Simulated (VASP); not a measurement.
# ErBe3Pd (Pm-3m) in VASP: notebook

The runs below take ErBe3Pd through single point, relaxation of cell and atoms, with PBE.

Everything below comes from runs of VASP 6.6.1. Logs are shortened: lines on timing, memory, paths and dates and some standing lists are left out, and cuts for length are marked.

### Step 1. The cell of the first run

It takes space group Pm-3m (No. 221, cubic). The conventional cell has a = 4.249 Å, b = 4.249 Å, c = 4.249 Å, α = 90.00°, β = 90.00°, γ = 90.00°. Er (site symmetry m-3m) has 12 Be at 3.00 Å and 8 Pd at 3.68 Å within 4.0 Å. Be (site symmetry 4/mmm) has 2 Pd at 2.12 Å within 2.8 Å. Pd (site symmetry m-3m) has 6 Be at 2.12 Å within 2.8 Å.

The cell was built from a structure type or drawn by symmetry, and may not be a known phase.

### Step 2. Single point, PBE

Input file INCAR:

```
SYSTEM = ErBe3Pd
  PREC = Accurate
  ENCUT = 600
  EDIFF = 1E-6
  ISMEAR = 0
  SIGMA = 0.1
  LREAL = .False.
  LASPH = .True.
  NELM = 200
  ALGO = Normal
  ISIF = 2
  LWAVE = .False.
  LCHARG = .False.
  GGA = PE
  NBANDS = 20
  GGA_COMPAT = .False.
  LMAXMIX = 6
```

Input file KPOINTS:

```
Automatic mesh
0
Gamma
  10 10 10
  0 0 0
```

Input file POSCAR:

```
ErBe3Pd
1.0
    4.2486361803      0.0000000000      0.0000000000
    0.0000000000      4.2486361803      0.0000000000
    0.0000000000      0.0000000000      4.2486361803
Er Be Pd
1 3 1
Direct
    0.0000000000      0.0000000000      0.0000000000
    0.0000000000      0.5000000000      0.5000000000
    0.5000000000      0.0000000000      0.5000000000
    0.5000000000      0.5000000000      0.0000000000
    0.5000000000      0.5000000000      0.5000000000
```

Potentials or basis: VASP PAW PBE potentials, release 64 (Er_3, Be, Pd), 4f in core.

On the command line:

```sh
$ cat potpaw_PBE.64/Er_3/POTCAR potpaw_PBE.64/Be/POTCAR potpaw_PBE.64/Pd/POTCAR > POTCAR
$ mpirun -np 1 vasp_std > vasp.out
```

OUTCAR:

```text
SYSTEM = ErBe3Pd
   PREC = Accurate
   ENCUT = 600
   EDIFF = 1E-6
   ISMEAR = 0
   LREAL = .False.
   LASPH = .True.
   NELM = 200
   ISIF = 2
   GGA = PE

 ion  position               nearest neighbor table
   1  0.000  0.000  0.000-   2 3.00   3 3.00   4 3.00   2 3.00   3 3.00   2 3.00   4 3.00   2 3.00
                             3 3.00   4 3.00   3 3.00   4 3.00
   2  0.000  0.500  0.500-   5 2.12   5 2.12   1 3.00   1 3.00   1 3.00   1 3.00
   3  0.500  0.000  0.500-   5 2.12   5 2.12   1 3.00   1 3.00   1 3.00   1 3.00
   4  0.500  0.500  0.000-   5 2.12   5 2.12   1 3.00   1 3.00   1 3.00   1 3.00
   5  0.500  0.500  0.500-   2 2.12   3 2.12   4 2.12   4 2.12   3 2.12   2 2.12

  LATTYP: Found a simple cubic cell.
 ALAT       =     4.2486361803

  Lattice vectors:

 A1 = (   4.2486361803,   0.0000000000,   0.0000000000)
 A2 = (   0.0000000000,   4.2486361803,   0.0000000000)
 A3 = (   0.0000000000,   0.0000000000,   4.2486361803)

Analysis of symmetry for initial positions (statically):
=====================================================================
 Subroutine PRICEL returns:
 Original cell was already a primitive cell.

 Routine SETGRP: Setting up the symmetry group for a
 simple cubic supercell.

 Subroutine GETGRP returns: Found 48 space group operations
 (whereof 48 operations were pure point group operations)
 out of a pool of 48 trial point group operations.

The static configuration has the point symmetry O_h .

Analysis of symmetry for dynamics (positions and initial velocities):
=====================================================================
 Subroutine PRICEL returns:
 Original cell was already a primitive cell.

 Routine SETGRP: Setting up the symmetry group for a
 simple cubic supercell.

 Subroutine GETGRP returns: Found 48 space group operations
 (whereof 48 operations were pure point group operations)
 out of a pool of 48 trial point group operations.

The dynamic configuration has the point symmetry O_h .

 Subroutine INISYM returns: Found 48 space group operations
 (whereof 48 operations are pure point group operations),
 and found     1 'primitive' translations

----------------------------------------------------------------------------------------

                                     Primitive cell

  volume of cell :      76.6917

  direct lattice vectors                    reciprocal lattice vectors
     4.248636180  0.000000000  0.000000000     0.235369647  0.000000000  0.000000000
     0.000000000  4.248636180  0.000000000     0.000000000  0.235369647  0.000000000
     0.000000000  0.000000000  4.248636180     0.000000000  0.000000000  0.235369647

  length of vectors
     4.248636180  4.248636180  4.248636180     0.235369647  0.235369647  0.235369647

  position of ions in fractional coordinates (direct lattice)
     0.000000000  0.000000000  0.000000000
     0.000000000  0.500000000  0.500000000
     0.500000000  0.000000000  0.500000000
     0.500000000  0.500000000  0.000000000
     0.500000000  0.500000000  0.500000000

  ion indices of the primitive-cell ions
   primitive index   ion index
                 1           1
                 2           2
                 3           3
                 4           4
                 5           5

----------------------------------------------------------------------------------------

 KPOINTS: Automatic mesh

Automatic generation of k-mesh.
 Grid dimensions read from file:
 generate k-points for:   10   10   10

 Generating k-lattice:

  Cartesian coordinates                     Fractional coordinates (reciprocal lattice)
     0.023536965  0.000000000  0.000000000     0.100000000  0.000000000  0.000000000
     0.000000000  0.023536965  0.000000000     0.000000000  0.100000000  0.000000000
     0.000000000  0.000000000  0.023536965     0.000000000  0.000000000  0.100000000

  Length of vectors
     0.023536965  0.023536965  0.023536965

  Shift w.r.t. Gamma in fractional coordinates (k-lattice)
     0.000000000  0.000000000  0.000000000

 Subroutine IBZKPT returns following result:
 ===========================================

 Found     56 irreducible k-points:

 Following reciprocal coordinates:
            Coordinates               Weight
  0.000000  0.000000  0.000000      1.000000
  0.100000  0.000000  0.000000      6.000000
  0.200000  0.000000  0.000000      6.000000
  0.300000  0.000000  0.000000      6.000000
  0.400000  0.000000  0.000000      6.000000
  0.500000  0.000000  0.000000      3.000000
[... 16 lines left out ...]
  0.200000  0.100000  0.100000     24.000000
  0.300000  0.100000  0.100000     24.000000
 [... further k-points ...]
   k-points           NKPTS =     56   k-points in BZ     NKDIM =     56   number of bands    NBANDS=     20
   number of dos      NEDOS =    301   number of ions     NIONS =      5
   total plane-waves  NPLWV =  46656
   dimension x,y,z NGX =    36 NGY =   36 NGZ =   36
   dimension x,y,z NGXF=    72 NGYF=   72 NGZF=   72
   ions per type =               1   3   1
   NGX,Y,Z   is equivalent  to a cutoff of  14.09, 14.09, 14.09 a.u.
   NGXF,Y,Z  is equivalent  to a cutoff of  28.17, 28.17, 28.17 a.u.
 SYSTEM =  ErBe3Pd
   PREC   = accura    normal or accurate (medium, high low for compatibility)
   ISTART =      0    job   : 0-new  1-cont  2-samecut
   ICHARG =      2    charge: 1-file 2-atom 10-const
   ISPIN  =      1    spin polarized calculation?
   LNONCOLLINEAR =      F non collinear calculations
   LSORBIT =      F    spin-orbit coupling
   LASPH  =      T    aspherical Exc in radial PAW
   ENCUT  =  600.0 eV  44.10 Ry    6.64 a.u.   8.49  8.49  8.49*2*pi/ulx,y,z
   NELM   =    200;   NELMIN=  2; NELMDL= -5     # of ELM steps
   EDIFF  = 0.1E-05   stopping-criterion for ELM
   LREAL  =      F    real-space projection
   EDIFFG = 0.1E-04   stopping-criterion for IOM
   NSW    =      0    number of steps for IOM
   IBRION =     -1    ionic relax: 0-MD 1-quasi-New 2-CG
   NFREE  =      0    steps in history (QN), initial steepest desc. (CG)
   ISIF   =      2    stress and relaxation
   ISYM   =      2    0-nonsym 1-usesym 2-fastsym
   POTIM  = 0.5000    time-step for ionic-motion
   TEBEG  =    0.0;   TEEND  =   0.0 temperature during run
   PSTRESS=    0.0 pullay stress
   NELECT =      25.0000    total number of electrons
   NUPDOWN=      -1.0000    fix difference up-down
   EMIN   =  10.00;   EMAX   =-10.00  energy-range for DOS
   EFERMI =   0.00;   METHOD = LEGACY
   ISMEAR =     0;   SIGMA  =   0.10  broadening in eV -4-tet -1-fermi 0-gaus
   EFERMI_NEDOS =   21; number of points for ismear=-14 and -15
   IALGO  =     38    algorithm
   IMIX   =      4    mixing-type and parameters
     AMIX     =   0.40;   BMIX     =  1.00
     AMIX_MAG =   1.60;   BMIX_MAG =  1.00
  volume/ion in A,a.u.               =      15.34       103.51
  Fermi-wavevector in a.u.,A,eV,Ry     =   1.126692  2.129140 17.271716  1.269435
  Thomas-Fermi vector in A             =   2.263375
   LORBIT       =      0    0 simple, 1 ext, 2 COOP (PROOUT), +10 PAW based schemes
   GGA     = PE    functional components
   LHFCALC =     F    Hartree Fock is set to
   AEXX    =    0.0000 exact exchange contribution
   IVDW    =     0    specifies the selected vdW correction
   LEPSILON=     F    determine dielectric tensor
   LRPA    =     F    only Hartree local field effects (RPA)
 non-spin polarized calculation
 Gauss-broadening in eV      SIGMA  =   0.10
  energy-cutoff  :      600.00
  volume of cell :       76.69
 maximum number of plane-waves:      2582
 NGX is ok and might be reduce to    36
   NGX = 17   NGY = 17   NGZ = 17

 number of electron      25.0000000 magnetization

 Free energy of the ion-electron system (eV)
  ---------------------------------------------------
  ext. energy  EPLUGINS =         0.00000000
  ---------------------------------------------------
  free energy    TOTEN  =       -21.27430735 eV

  energy without entropy =      -21.26002046  energy(sigma->0) =      -21.26716390

 E-fermi :   4.9538     XC(G=0): -10.3894

 val. band max:        4.9425035245   @ k =   0.3000   0.3000   0.1000
 cond. band min:       4.9704298945   @ k =   0.4000   0.2000   0.2000
 fundamental gap:      0.0279263700
 Fermi energy:         4.9538467275

 k-point     1 :       0.0000    0.0000    0.0000
  band No.  band energies     occupation
      1     -19.7200      2.00000
      2     -19.7200      2.00000
      3     -19.7200      2.00000
      4      -2.7632      2.00000
      5      -0.3340      2.00000
      6      -0.3340      2.00000
[... 12 lines left out ...]
     19       9.2634      0.00000
     20       9.2634      0.00000

 k-point     2 :       0.1000    0.0000    0.0000
  band No.  band energies     occupation
      1     -19.7247      2.00000
      2     -19.7195      2.00000
      3     -19.7195      2.00000
      4      -2.6751      2.00000
      5      -0.3279      2.00000
      6      -0.3181      2.00000
[... 12 lines left out ...]
     19       9.3602      0.00000
     20       9.7195      0.00000

 k-point     3 :       0.2000    0.0000    0.0000
  band No.  band energies     occupation
      1     -19.7371      2.00000
      2     -19.7183      2.00000
      3     -19.7183      2.00000
      4      -2.4155      2.00000
      5      -0.3130      2.00000
      6      -0.2753      2.00000
[... 12 lines left out ...]
     19      10.1235      0.00000
     20      10.4894      0.00000

 k-point     4 :       0.3000    0.0000    0.0000
  band No.  band energies     occupation
      1     -19.7524      2.00000
      2     -19.7168      2.00000
      3     -19.7168      2.00000
      4      -2.0000      2.00000
      5      -0.2974      2.00000
      6      -0.2200      2.00000
[... 429 lines left out ...]
 k-point    23 :       0.2000    0.1000    0.1000
  band No.  band energies     occupation
      1     -19.7362      2.00000
      2     -19.7226      2.00000
      3     -19.7225      2.00000
      4      -2.2525      2.00000
      5      -0.2860      2.00000
      6      -0.2649      2.00000
[... 12 lines left out ...]
     19      10.1026      0.00000
     20      10.4276      0.00000

 k-point    24 :       0.3000    0.1000    0.1000
  band No.  band energies     occupation
      1     -19.7514      2.00000
      2     -19.7210      2.00000
      3     -19.7210      2.00000
      4      -1.8534      2.00000
      5      -0.2697      2.00000
      6      -0.2163      2.00000
[... 12 lines left out ...]
     19       9.5737      0.00000
     20      10.6270      0.00000

 [... further k-points ...]

------------------------ aborting loop because EDIFF is reached ----------------------------------------

  FORCE on cell =-STRESS in cart. coord.  units (eV):
  Direction    XX          YY          ZZ          XY          YZ          ZX
  --------------------------------------------------------------------------------------
  -------------------------------------------------------------------------------------
  Total        0.0850016      0.0850016      0.0850016     -0.0000000      0.0000000     -0.0000000
  in kB        1.7757787      1.7757787      1.7757787     -0.0000000      0.0000000     -0.0000000
  external PRESSURE =       1.7757787 kB  Pullay stress =       0.0000000 kB

 VOLUME and BASIS-vectors are now :
 -----------------------------------------------------------------------------
  energy-cutoff  :      600.00
  volume of cell :       76.69
      direct lattice vectors                 reciprocal lattice vectors
     4.248636180  0.000000000  0.000000000     0.235369647  0.000000000  0.000000000
     0.000000000  4.248636180  0.000000000     0.000000000  0.235369647  0.000000000
     0.000000000  0.000000000  4.248636180     0.000000000  0.000000000  0.235369647

 POSITION                                       TOTAL-FORCE (eV/Angst)
 -----------------------------------------------------------------------------------
      0.00000      0.00000      0.00000         0.000000      0.000000      0.000000
      0.00000      2.12432      2.12432         0.000000      0.000000      0.000000
      2.12432      0.00000      2.12432         0.000000      0.000000      0.000000
      2.12432      2.12432      0.00000         0.000000      0.000000      0.000000
      2.12432      2.12432      2.12432         0.000000      0.000000      0.000000
 -----------------------------------------------------------------------------------
    total drift:                                0.000000      0.000000      0.000000

  FREE ENERGIE OF THE ION-ELECTRON SYSTEM (eV)
  ---------------------------------------------------
  free  energy   TOTEN  =       -21.2743073460 eV

  energy  without entropy=      -21.2600204606  energy(sigma->0) =      -21.26716390
```

Wall time 90 s (1 thread of Intel Xeon Platinum 8259CL at 2.50GHz (Skylake/Cascade Lake), shared host); peak memory 0.28 GiB.

What came out:

```yaml
Free_energy: -21.2743 eV
Pressure: 0.2 GPa
Band_gap_on_the_k_mesh: zero (an odd number of electrons rules out a gap without spin polarisation)
```

Caveat: spin-orbit coupling is left out, which moves the levels of the heavy elements; the 4f electrons are frozen in the core, so they carry no moment and show no levels.

### Step 3. Relaxation of cell and atoms, PBE

Input file INCAR:

```
  ALGO = Normal
  EDIFF = 1E-7
  EDIFFG = -0.01
  ENCUT = 600
  GGA = PE
  GGA_COMPAT = F
  IBRION = 2
  ISIF = 3
  ISMEAR = 0
  LASPH = T
  LCHARG = F
  LMAXMIX = 6
  LREAL = F
  LWAVE = F
  NELM = 200
  NELMIN = 4
  NSW = 100
  PREC = Accurate
  SIGMA = 0.1
```

Input file KPOINTS:

```
k-points
0
Gamma
  10 10 10
```

POSCAR: that of step 2 with these lines changed.

```diff
@@ -2,5 +2,5 @@
 1.0
-    4.2486361803      0.0000000000      0.0000000000
-    0.0000000000      4.2486361803      0.0000000000
-    0.0000000000      0.0000000000      4.2486361803
+    4.2468401182      0.0000000000      0.0000000000
+    0.0000000000      4.2468401182      0.0000000000
+    0.0000000000      0.0000000000      4.2468401182
 Er Be Pd
```

Potentials or basis: VASP PAW PBE potentials, release 64 (Er_3, Be, Pd), 4f in core.

On the command line:

```sh
$ cat potpaw_PBE.64/Er_3/POTCAR potpaw_PBE.64/Be/POTCAR potpaw_PBE.64/Pd/POTCAR > POTCAR
$ mpirun -np 1 vasp_std > vasp.out
```

Wall time 2.2 min (1 thread of Intel Xeon Platinum 8259CL at 2.50GHz (Skylake/Cascade Lake), shared host); peak memory 0.28 GiB.

Results (log left out):

```yaml
Free_energy: -21.2744 eV
Relaxed_volume: 15.38 Å³/atom
Relaxed_cell: a = 4.253 Å, b = 4.253 Å, c = 4.253 Å, α = 90.00°, β = 90.00°, γ = 90.00°
Space_group_after_relaxing_to_0.1_Å: Pm-3m (No. 221)
Energy_gained_by_relaxing: 0.0 meV/atom
Ionic_steps: 2
Pressure_after_relaxing: -0.1 GPa
Band_gap_on_the_k_mesh: zero (an odd number of electrons rules out a gap without spin polarisation)
```

The path:
```
step  energy change (eV)  largest force (eV/Å)  pressure (GPa)  volume (Å³)
   1              0.0000                0.0000            0.31        76.59
   2             -0.0002                0.0000           -0.09        76.92
```

Final structure:
```xyz
5
Lattice="4.2528 0.0000 0.0000 0.0000 4.2528 0.0000 0.0000 0.0000 4.2528" Properties=species:S:1:pos:R:3 pbc="T T T"
Er    0.0000    0.0000    0.0000
Be    0.0000    2.1264    2.1264
Be    2.1264    0.0000    2.1264
Be    2.1264    2.1264    0.0000
Pd    2.1264    2.1264    2.1264
```

Levels at points of the mesh, in eV from the Fermi level:
```csv
k point,band 10,band 11,band 12,band 13,band 14,band 15
"(0.00, 0.00, 0.00)",-0.80,-0.80,-0.80,0.14,0.14,3.24
"(0.50, 0.00, 0.00)",-3.89,-1.00,-1.00,-0.59,3.13,3.15
"(0.50, 0.50, 0.00)",-3.24,-3.24,-0.82,1.48,1.48,1.72
"(0.50, 0.50, 0.50)",-2.92,-2.92,-2.92,0.84,0.84,0.84
```

Caveat: spin-orbit coupling is left out, which moves the levels of the heavy elements; the 4f electrons are frozen in the core, so they carry no moment and show no levels.
